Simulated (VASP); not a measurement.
Wanted: the native input for a VASP 6.6.1 run.

- Task: equation of state
- Functional: vdW-DF-cx
- Potentials or basis: VASP PAW PBE potentials, release 64 (N, B)
- Cutoff: 840 eV
- k mesh: 16 × 16 × 5
- Occupations: gaussian, width 0.03 eV
- Spin: no spin polarisation
- Tolerance level: standard
- Purpose: equation of state
- Eos scales: [0.91, 0.94, 0.97, 1.0, 1.03, 1.06, 1.09]
- Further INCAR settings: ALGO = Normal; EDIFF = 1e-07; NSW = 0

The structure of BN lies in POSCAR.step2:

```
BN
1.0
    2.4472412002      0.0000000000      0.0000000000
   -1.2236206001      2.1193730486      0.0000000000
    0.0000000000      0.0000000000      6.5002395416
N B
2 2
Direct
    0.6666666667      0.3333333333      0.2500000000
    0.3333333333      0.6666666667      0.7500000000
    0.6666666667      0.3333333333      0.7500000000
    0.3333333333      0.6666666667      0.2500000000
```

The structure of BN lies in POSCAR.step3:

```
BN
1.0
    2.4730035271      0.0000000000      0.0000000000
   -1.2365017636      2.1416838782      0.0000000000
    0.0000000000      0.0000000000      6.5686681443
N B
2 2
Direct
    0.6666666667      0.3333333333      0.2500000000
    0.3333333333      0.6666666667      0.7500000000
    0.6666666667      0.3333333333      0.7500000000
    0.3333333333      0.6666666667      0.2500000000
```

The structure of BN lies in POSCAR.step4:

```
BN
1.0
    2.4982400000      0.0000000000      0.0000000000
   -1.2491200000      2.1635393048      0.0000000000
    0.0000000000      0.0000000000      6.6357000000
N B
2 2
Direct
    0.6666666667      0.3333333333      0.2500000000
    0.3333333333      0.6666666667      0.7500000000
    0.6666666667      0.3333333333      0.7500000000
    0.3333333333      0.6666666667      0.2500000000
```

The structure of BN lies in POSCAR.step5:

```
BN
1.0
    2.5229766582      0.0000000000      0.0000000000
   -1.2614883291      2.1849618792      0.0000000000
    0.0000000000      0.0000000000      6.7014042731
N B
2 2
Direct
    0.6666666667      0.3333333333      0.2500000000
    0.3333333333      0.6666666667      0.7500000000
    0.6666666667      0.3333333333      0.7500000000
    0.3333333333      0.6666666667      0.2500000000
```

The structure of BN lies in POSCAR.step6:

```
BN
1.0
    2.5472375375      0.0000000000      0.0000000000
   -1.2736187687      2.2059724170      0.0000000000
    0.0000000000      0.0000000000      6.7658448057
N B
2 2
Direct
    0.6666666667      0.3333333333      0.2500000000
    0.3333333333      0.6666666667      0.7500000000
    0.6666666667      0.3333333333      0.7500000000
    0.3333333333      0.6666666667      0.2500000000
```

The structure of BN lies in POSCAR.step7:

```
BN
1.0
    2.5710448757      0.0000000000      0.0000000000
   -1.2855224378      2.2265901767      0.0000000000
    0.0000000000      0.0000000000      6.8290806654
N B
2 2
Direct
    0.6666666667      0.3333333333      0.2500000000
    0.3333333333      0.6666666667      0.7500000000
    0.6666666667      0.3333333333      0.7500000000
    0.3333333333      0.6666666667      0.2500000000
```

One way to write it, as run:

POSCAR.step1

```
BN
1.0
    2.4209247391      0.0000000000      0.0000000000
   -1.2104623696      2.0965823248      0.0000000000
    0.0000000000      0.0000000000      6.4303390753
N B
2 2
Direct
    0.6666666667      0.3333333333      0.2500000000
    0.3333333333      0.6666666667      0.7500000000
    0.6666666667      0.3333333333      0.7500000000
    0.3333333333      0.6666666667      0.2500000000
```

INCAR

```
SYSTEM = BN
GGA = CX
LUSE_VDW = .TRUE.
AGGAC = 0.0
ISMEAR = 0
SIGMA = 0.03
LWAVE = .FALSE.
LCHARG = .FALSE.
ISIF = 2
NSW = 0
PREC = Accurate
LASPH = .TRUE.
LREAL = .FALSE.
ALGO = Normal
EDIFF = 1E-7
NELM = 120
GGA_COMPAT = .FALSE.
ENCUT = 840
EFERMI = MIDGAP
KPAR = 2
```

KPOINTS

```
Automatic mesh
0
Gamma
  16 16 5
  0 0 0
```

Potentials or basis: VASP PAW PBE potentials, release 64 (N, B).

Launch:

```console
$ cat potpaw_PBE.64/N/POTCAR potpaw_PBE.64/B/POTCAR > POTCAR
$ cp POSCAR.step1 POSCAR
$ mpirun -np 2 vasp_std > vasp.out
$ cp POSCAR.step2 POSCAR
$ mpirun -np 2 vasp_std > vasp.out
$ cp POSCAR.step3 POSCAR
$ mpirun -np 2 vasp_std > vasp.out
$ cp POSCAR.step4 POSCAR
$ mpirun -np 2 vasp_std > vasp.out
$ cp POSCAR.step5 POSCAR
$ mpirun -np 2 vasp_std > vasp.out
$ cp POSCAR.step6 POSCAR
$ mpirun -np 2 vasp_std > vasp.out
$ cp POSCAR.step7 POSCAR
$ mpirun -np 2 vasp_std > vasp.out
```

Results of the run:

```yaml
Equilibrium_volume: 9.13 Å³/atom
Bulk_modulus_at_fixed_shape_and_positions: 238 GPa
Pressure_derivative_of_the_bulk_modulus: 3.6
```

Caveat: the cell was scaled at fixed shape and fractional positions, which overstates the stiffness of a crystal with free parameters, most of all of layers and chains; the PAW data sets were made with another functional, which shifts forces and pressure a little.

It took 7.9 min on 2 MPI ranks on Intel(R) Xeon(R) 6975P-C (Granite Rapids), with other jobs on the host, peak memory 0.45 GiB a rank.
